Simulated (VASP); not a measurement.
InP:

```
In P
1.0
     0.00000    2.76883    2.76883
     2.76883    0.00000    2.76883
     2.76883    2.76883    0.00000
In P
1 1
Cartesian
  0.0000 0.0000 0.0000
  2.7688 2.7688 2.7688
```

```yaml
Program: VASP 6.6.1
Task: relaxation of cell and atoms
Functional: PBE
Dispersion: D4
Potentials_or_basis: VASP PAW PBE potentials, release 64 (In_d, P)
Cutoff: 600 eV
k_mesh: 8 × 8 × 8
Occupations: fermi-dirac, width 0.05 eV
Spin: no spin polarisation
```

At the start: pressure -2.9 GPa; volume 21.23 Å³/atom.

**Question.** How do energy, volume and symmetry change on relaxing?

**Answer.** Over 3 steps the energy falls by 7.6 meV/atom and the volume is 20.42 Å³/atom (-3.8 %); space group Fm-3m (No. 225, to 0.05 Å).

The path:
```csv
step,energy change (eV),largest force (eV/Å),pressure (GPa),volume (Å³)
1,0.0000,0.0000,-2.91,42.45
2,-0.0119,0.0000,1.55,40.13
3,-0.0152,0.0000,0.03,40.84
```

Final structure:
```
CELL_PARAMETERS angstrom
0.00000 2.73335 2.73335
2.73335 0.00000 2.73335
2.73335 2.73335 0.00000
ATOMIC_POSITIONS crystal
In 0.00000 0.00000 0.00000
P 0.50000 0.50000 0.50000
```

Caveat: pairwise dispersion overbinds metals, which lowers pressure and volume.
